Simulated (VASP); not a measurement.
# MgB3 (Cmcm) in VASP: single point with PBE

Aim: the single point of MgB3 with PBE.

All numbers are computed with VASP 6.6.1; they aren't measurements. Logs are shortened: lines on timing, memory, paths and dates and some standing lists are left out, and cuts for length are marked.

**1. The cell of the first run**

It takes space group Cmcm (No. 63, orthorhombic). Conventional cell: a = 5.218 Å, b = 7.800 Å, c = 3.523 Å, α = 90.00°, β = 90.00°, γ = 90.00°. Within 3.1 Å of Mg (site symmetry m2m) lie 12 B at 2.32 to 2.63 Å and 2 Mg at 2.71 Å. Within 2.9 Å of B (site symmetry m2m) lie 8 B at 2.17 to 2.38 Å and 4 Mg at 2.32 to 2.63 Å. Within 2.9 Å of B (site symmetry m) lie 7 B at 2.17 to 2.38 Å and 4 Mg at 2.32 to 2.40 Å.

**2. Single point, PBE**

INCAR

```
SYSTEM = MgB3
  ALGO = Normal
  EDIFF = 1E-6
  ENCUT = 600
  GGA = PE
  GGA_COMPAT = .False.
  ISIF = 2
  ISMEAR = 0
  LASPH = .True.
  LCHARG = .True.
  LELF = .True.
  LREAL = .False.
  LVHAR = .True.
  LWAVE = .False.
  NBANDS = 21
  NELM = 120
  PREC = Accurate
  SIGMA = 0.1
```

KPOINTS

```
k-points
0
Gamma
  4 4 6
  0 0 0
```

POSCAR

```
MgB3
1.0
    2.6092123935     -3.9000433594      0.0000000000
    2.6092123935      3.9000433594      0.0000000000
    0.0000000000      0.0000000000      3.5227857037
Mg B
2 6
Direct
    0.6321000000      0.3679000000      0.2500000000
    0.3679000000      0.6321000000      0.7500000000
    0.1751000000      0.8249000000      0.2500000000
    0.8249000000      0.1751000000      0.7500000000
    0.1179000000      0.3079000000      0.2500000000
    0.8821000000      0.6921000000      0.7500000000
    0.3079000000      0.1179000000      0.7500000000
    0.6921000000      0.8821000000      0.2500000000
```

Potentials or basis: VASP PAW PBE potentials, release 64 (Mg, B).

Command:

```sh
cat potpaw_PBE.64/Mg/POTCAR potpaw_PBE.64/B/POTCAR > POTCAR
mpirun -np 1 vasp_std > vasp.out
```

OUTCAR:

```text
SYSTEM = MgB3
   EDIFF = 1E-6
   ENCUT = 600
   GGA = PE
   ISIF = 2
   ISMEAR = 0
   LASPH = .True.
   LREAL = .False.
   NELM = 120
   PREC = Accurate

 ion  position               nearest neighbor table
   1  0.632  0.368  0.250-   4 2.32   4 2.32   8 2.32   5 2.32   6 2.33   6 2.33   7 2.33   7 2.33
                             5 2.40   8 2.40   3 2.63   3 2.63   2 2.71   2 2.71   2 3.65   2 3.65
   2  0.368  0.632  0.750-   3 2.32   3 2.32   6 2.32   7 2.32   5 2.33   5 2.33   8 2.33   8 2.33
                             7 2.40   6 2.40   4 2.63   4 2.63   1 2.71   1 2.71   1 3.65   1 3.65
   3  0.175  0.825  0.250-   2 2.32   2 2.32   1 2.63   1 2.63
   4  0.825  0.175  0.750-   1 2.32   1 2.32   2 2.63   2 2.63
   5  0.118  0.308  0.250-   1 2.32   2 2.33   2 2.33   1 2.40
   6  0.882  0.692  0.750-   2 2.32   1 2.33   1 2.33   2 2.40
   7  0.308  0.118  0.750-   2 2.32   1 2.33   1 2.33   2 2.40
   8  0.692  0.882  0.250-   1 2.32   2 2.33   2 2.33   1 2.40

  LATTYP: Found a base centered orthorhombic cell.
 ALAT       =     5.2184247870
 B/A-ratio  =     1.4947205406
 C/A-ratio  =     0.6750668731

  Lattice vectors:

 A1 = (   2.6092123935,  -3.9000433594,   0.0000000000)
 A2 = (   2.6092123935,   3.9000433594,   0.0000000000)
 A3 = (   0.0000000000,   0.0000000000,   3.5227857037)

Analysis of symmetry for initial positions (statically):
=====================================================================
 Subroutine PRICEL returns:
 Original cell was already a primitive cell.

 Routine SETGRP: Setting up the symmetry group for a
 base centered orthorhombic supercell.

 Subroutine GETGRP returns: Found  8 space group operations
 (whereof  4 operations were pure point group operations)
 out of a pool of  8 trial point group operations.

The static configuration has the point symmetry C_2h.
 The point group associated with its full space group is D_2h.

Analysis of symmetry for dynamics (positions and initial velocities):
=====================================================================
 Subroutine PRICEL returns:
 Original cell was already a primitive cell.

 Routine SETGRP: Setting up the symmetry group for a
 base centered orthorhombic supercell.

 Subroutine GETGRP returns: Found  8 space group operations
 (whereof  4 operations were pure point group operations)
 out of a pool of  8 trial point group operations.

The dynamic configuration has the point symmetry C_2h.
 The point group associated with its full space group is D_2h.

 Subroutine INISYM returns: Found  8 space group operations
 (whereof  4 operations are pure point group operations),
 and found     1 'primitive' translations

----------------------------------------------------------------------------------------

                                     Primitive cell

  volume of cell :      71.6960

  direct lattice vectors                    reciprocal lattice vectors
     2.609212394 -3.900043359  0.000000000     0.191628708 -0.128203703  0.000000000
     2.609212394  3.900043359  0.000000000     0.191628708  0.128203703  0.000000000
     0.000000000  0.000000000  3.522785704     0.000000000  0.000000000  0.283866259

  length of vectors
     4.692369073  4.692369073  3.522785704     0.230559648  0.230559648  0.283866259

  position of ions in fractional coordinates (direct lattice)
     0.632100000  0.367900000  0.250000000
     0.367900000  0.632100000  0.750000000
     0.175100000  0.824900000  0.250000000
     0.824900000  0.175100000  0.750000000
     0.117900000  0.307900000  0.250000000
     0.882100000  0.692100000  0.750000000
     0.307900000  0.117900000  0.750000000
     0.692100000  0.882100000  0.250000000

  ion indices of the primitive-cell ions
   primitive index   ion index
                 1           1
                 2           2
                 3           3
                 4           4
                 5           5
                 6           6
                 7           7
                 8           8

----------------------------------------------------------------------------------------

 KPOINTS: k-points

Automatic generation of k-mesh.
 Grid dimensions read from file:
 generate k-points for:    4    4    6

 Generating k-lattice:

  Cartesian coordinates                     Fractional coordinates (reciprocal lattice)
     0.047907177 -0.032050926  0.000000000     0.250000000  0.000000000  0.000000000
     0.047907177  0.032050926  0.000000000     0.000000000  0.250000000  0.000000000
     0.000000000  0.000000000  0.047311043     0.000000000  0.000000000  0.166666667

  Length of vectors
     0.057639912  0.057639912  0.047311043

  Shift w.r.t. Gamma in fractional coordinates (k-lattice)
     0.000000000  0.000000000  0.000000000

 Subroutine IBZKPT returns following result:
 ===========================================

 Found     28 irreducible k-points:

 Following reciprocal coordinates:
            Coordinates               Weight
  0.000000  0.000000  0.000000      1.000000
  0.250000  0.000000  0.000000      4.000000
  0.500000  0.000000  0.000000      2.000000
  0.250000  0.250000  0.000000      2.000000
  0.500000  0.250000  0.000000      4.000000
 -0.250000  0.250000  0.000000      2.000000
[... 16 lines left out ...]
  0.250000  0.000000  0.500000      4.000000
  0.500000  0.000000  0.500000      2.000000
 [... further k-points ...]
   k-points           NKPTS =     28   k-points in BZ     NKDIM =     28   number of bands    NBANDS=     21
   number of dos      NEDOS =    301   number of ions     NIONS =      8
   total plane-waves  NPLWV =  44800
   dimension x,y,z NGX =    40 NGY =   40 NGZ =   28
   dimension x,y,z NGXF=    80 NGYF=   80 NGZF=   56
   ions per type =               2   6
   NGX,Y,Z   is equivalent  to a cutoff of  14.17, 14.17, 13.21 a.u.
   NGXF,Y,Z  is equivalent  to a cutoff of  28.34, 28.34, 26.43 a.u.
 SYSTEM =  MgB3
   PREC   = accura    normal or accurate (medium, high low for compatibility)
   ISTART =      0    job   : 0-new  1-cont  2-samecut
   ICHARG =      2    charge: 1-file 2-atom 10-const
   ISPIN  =      1    spin polarized calculation?
   LNONCOLLINEAR =      F non collinear calculations
   LSORBIT =      F    spin-orbit coupling
   LASPH  =      T    aspherical Exc in radial PAW
   ENCUT  =  600.0 eV  44.10 Ry    6.64 a.u.   9.37  9.37  7.04*2*pi/ulx,y,z
   NELM   =    120;   NELMIN=  2; NELMDL= -5     # of ELM steps
   EDIFF  = 0.1E-05   stopping-criterion for ELM
   LREAL  =      F    real-space projection
   EDIFFG = 0.1E-04   stopping-criterion for IOM
   NSW    =      0    number of steps for IOM
   IBRION =     -1    ionic relax: 0-MD 1-quasi-New 2-CG
   NFREE  =      0    steps in history (QN), initial steepest desc. (CG)
   ISIF   =      2    stress and relaxation
   ISYM   =      2    0-nonsym 1-usesym 2-fastsym
   POTIM  = 0.5000    time-step for ionic-motion
   TEBEG  =    0.0;   TEEND  =   0.0 temperature during run
   PSTRESS=    0.0 pullay stress
   NELECT =      22.0000    total number of electrons
   NUPDOWN=      -1.0000    fix difference up-down
   EMIN   =  10.00;   EMAX   =-10.00  energy-range for DOS
   EFERMI =   0.00;   METHOD = LEGACY
   ISMEAR =     0;   SIGMA  =   0.10  broadening in eV -4-tet -1-fermi 0-gaus
   EFERMI_NEDOS =   21; number of points for ismear=-14 and -15
   IALGO  =     38    algorithm
   IMIX   =      4    mixing-type and parameters
     AMIX     =   0.40;   BMIX     =  1.00
     AMIX_MAG =   1.60;   BMIX_MAG =  1.00
  volume/ion in A,a.u.               =       8.96        60.48
  Fermi-wavevector in a.u.,A,eV,Ry     =   1.104208  2.086650 16.589233  1.219274
  Thomas-Fermi vector in A             =   2.240677
   LORBIT       =      0    0 simple, 1 ext, 2 COOP (PROOUT), +10 PAW based schemes
   GGA     = PE    functional components
   LHFCALC =     F    Hartree Fock is set to
   AEXX    =    0.0000 exact exchange contribution
   IVDW    =     0    specifies the selected vdW correction
   LEPSILON=     F    determine dielectric tensor
   LRPA    =     F    only Hartree local field effects (RPA)
 non-spin polarized calculation
 Gauss-broadening in eV      SIGMA  =   0.10
  energy-cutoff  :      600.00
  volume of cell :       71.70
 maximum number of plane-waves:      2414
 NGX is ok and might be reduce to    40
   NGX = 19   NGY = 19   NGZ = 15

 number of electron      22.0000000 magnetization

 Free energy of the ion-electron system (eV)
  ---------------------------------------------------
  ext. energy  EPLUGINS =         0.00000000
  ---------------------------------------------------
  free energy    TOTEN  =       -33.81398969 eV

  energy without entropy =      -33.80839044  energy(sigma->0) =      -33.81119006

 E-fermi :   6.4613     XC(G=0): -11.4093

 val. band max:        6.4512528531   @ k =   0.5000   0.0000   0.0000
 cond. band min:       6.4769180179   @ k =   0.0000   0.0000   0.0000
 fundamental gap:      0.0256651649
 Fermi energy:         6.4613423989

 k-point     1 :       0.0000    0.0000    0.0000
  band No.  band energies     occupation
      1      -7.4424      2.00000
      2      -1.1921      2.00000
      3      -1.0602      2.00000
      4      -0.6363      2.00000
      5      -0.3317      2.00000
      6       0.9203      2.00000
[... 13 lines left out ...]
     20      12.2046      0.00000
     21      13.4603      0.00000

 k-point     2 :       0.2500    0.0000    0.0000
  band No.  band energies     occupation
      1      -7.0567      2.00000
      2      -3.5116      2.00000
      3      -1.5780      2.00000
      4      -0.7314      2.00000
      5       1.2344      2.00000
      6       1.6796      2.00000
[... 13 lines left out ...]
     20      12.8166      0.00000
     21      13.4184      0.00000

 k-point     3 :       0.5000    0.0000    0.0000
  band No.  band energies     occupation
      1      -6.3126      2.00000
      2      -5.0330      2.00000
      3      -1.7318      2.00000
      4      -1.2346      2.00000
      5       2.1932      2.00000
      6       2.9524      2.00000
[... 13 lines left out ...]
     20      11.7865      0.00000
     21      13.2108      0.00000

 k-point     4 :       0.2500    0.2500    0.0000
  band No.  band energies     occupation
      1      -6.4514      2.00000
      2      -4.0302      2.00000
      3      -3.8152      2.00000
      4       1.6767      2.00000
      5       1.7421      2.00000
      6       2.1335      2.00000
[... 13 lines left out ...]
     20      12.4637      0.00000
     21      12.9501      0.00000

 k-point     5 :       0.5000    0.2500    0.0000
  band No.  band energies     occupation
      1      -6.1772      2.00000
      2      -4.6167      2.00000
      3      -3.4417      2.00000
      4       0.2150      2.00000
      5       1.4688      2.00000
      6       2.4001      2.00000
[... 13 lines left out ...]
     20      11.7902      0.00000
     21      12.4905      0.00000
[... 382 lines left out ...]
     20      12.1468      0.00000
     21      14.1681      0.00000

 k-point    22 :       0.0000    0.0000    0.5000
  band No.  band energies     occupation
      1      -4.9117      2.00000
      2      -4.9117      2.00000
      3       0.6527      2.00000
      4       0.6527      2.00000
      5       1.1283      2.00000
      6       1.1283      2.00000
[... 13 lines left out ...]
     20      14.1875      0.00000
     21      15.0999      0.00000

 k-point    23 :       0.2500    0.0000    0.5000
  band No.  band energies     occupation
      1      -4.5446      2.00000
      2      -4.5446      2.00000
      3      -1.1508      2.00000
      4      -1.1508      2.00000
      5       0.6813      2.00000
      6       0.6813      2.00000
[... 13 lines left out ...]
     20      14.0678      0.00000
     21      14.6257      0.00000

 k-point    24 :       0.5000    0.0000    0.5000
  band No.  band energies     occupation
      1      -3.8558      2.00000
      2      -3.8558      2.00000
      3      -2.5463      2.00000
      4      -2.5463      2.00000
      5       0.5070      2.00000
      6       0.5070      2.00000
[... 13 lines left out ...]
     20      12.6400      0.00000
     21      14.2562      0.00000

 [... further k-points ...]
[... 5 lines left out ...]
  --------------------------------------------------------------------------------------
  -------------------------------------------------------------------------------------
  Total       -3.3510958      1.0785396     -6.5921863      0.0000000     -0.0000000      0.0000000
  in kB      -74.8862948     24.1019163   -147.3143204      0.0000000     -0.0000000      0.0000000
  external PRESSURE =     -66.0328996 kB  Pullay stress =       0.0000000 kB

 VOLUME and BASIS-vectors are now :
 -----------------------------------------------------------------------------
  energy-cutoff  :      600.00
  volume of cell :       71.70
      direct lattice vectors                 reciprocal lattice vectors
     2.609212394 -3.900043359  0.000000000     0.191628708 -0.128203703  0.000000000
     2.609212394  3.900043359  0.000000000     0.191628708  0.128203703  0.000000000
     0.000000000  0.000000000  3.522785704     0.000000000  0.000000000  0.283866259

 POSITION                                       TOTAL-FORCE (eV/Angst)
 -----------------------------------------------------------------------------------
      2.60921     -1.03039      0.88070         0.000000     -0.671225      0.000000
      2.60921      1.03039      2.64209         0.000000      0.671225      0.000000
      2.60921      2.53425      0.88070         0.000000      1.110101     -0.000000
      2.60921     -2.53425      2.64209         0.000000     -1.110101     -0.000000
      1.11100      0.74101      0.88070        -2.191184     -0.641264      0.000000
      4.10742     -0.74101      2.64209         2.191184      0.641264      0.000000
      1.11100     -0.74101      2.64209        -2.191184      0.641264      0.000000
      4.10742      0.74101      0.88070         2.191184     -0.641264      0.000000
 -----------------------------------------------------------------------------------
    total drift:                                0.000000     -0.000000     -0.000000

  FREE ENERGIE OF THE ION-ELECTRON SYSTEM (eV)
  ---------------------------------------------------
  free  energy   TOTEN  =       -33.8139896898 eV

  energy  without entropy=      -33.8083904385  energy(sigma->0) =      -33.81119006
```

Wall time 23 s (1 thread of Intel Xeon Platinum 8559C (Emerald Rapids), shared host); peak memory 0.22 GiB.

What came out:

- Free energy: -33.8140 eV
- Pressure: -6.6 GPa
- Largest force: 2.283 eV/Å
- Band gap on the k mesh: zero (band 11 reaches 7.88 eV, above the bottom of band 12 at 3.69 eV)

Forces in eV/Å, atoms in the order of the input:
```
Mg   0.000 -0.671  0.000
Mg   0.000  0.671  0.000
B    0.000  1.110  0.000
B    0.000 -1.110  0.000
B   -2.191 -0.641  0.000
B    2.191  0.641  0.000
B   -2.191  0.641  0.000
B    2.191 -0.641  0.000
```

Stress tensor (GPa, compression positive):
```
 -7.49   0.00   0.00
  0.00   2.41   0.00
  0.00   0.00 -14.73
```

Caveat: the k points lie up to 0.36 Å⁻¹ apart; forces of over 1 eV/Å act on the atoms, so gaps and moduli don't describe the material at rest.
